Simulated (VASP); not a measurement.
Input of a VASP 6.6.1 run:

File INCAR:

```
SYSTEM = ZnSe
PREC = Accurate
ENCUT = 600
EDIFF = 1E-8
ISMEAR = -1
SIGMA = 0.05
LREAL = .False.
LASPH = .True.
NELM = 80
ALGO = Normal
ISIF = 3
LWAVE = .False.
LCHARG = .True.
GGA = PS
IBRION = 6
NFREE = 2
POTIM = 0.015
NSW = 1
```

The input KPOINTS:

```
regular mesh
0
Gamma
  6 6 6
  0 0 0
```

File POSCAR:

```
ZnSe
1.0
    0.0000000000      2.8338000000      2.8338000000
    2.8338000000      0.0000000000      2.8338000000
    2.8338000000      2.8338000000      0.0000000000
Se Zn
1 1
Direct
    0.7500000000      0.7500000000      0.7500000000
    0.0000000000      0.0000000000      0.0000000000
```

Potentials or basis: VASP PAW PBE potentials, release 64 (Se, Zn).

The run is started by

```bash
$ cat potpaw_PBE.64/Se/POTCAR potpaw_PBE.64/Zn/POTCAR > POTCAR
$ mpirun -np 1 vasp_std > vasp.out
```

(1) Estimate the elastic constants C11, C12, C44.

(2) Estimate the Voigt bulk modulus.

(3) Predict the highest phonon frequency at Γ, LO-TO splitting left out.

Answers

(1) 86, 50, 39 GPa.

(2) 62 GPa.

(3) 204 cm⁻¹.

Caveat: the PAW data sets were made with another functional, which shifts forces and pressure a little.
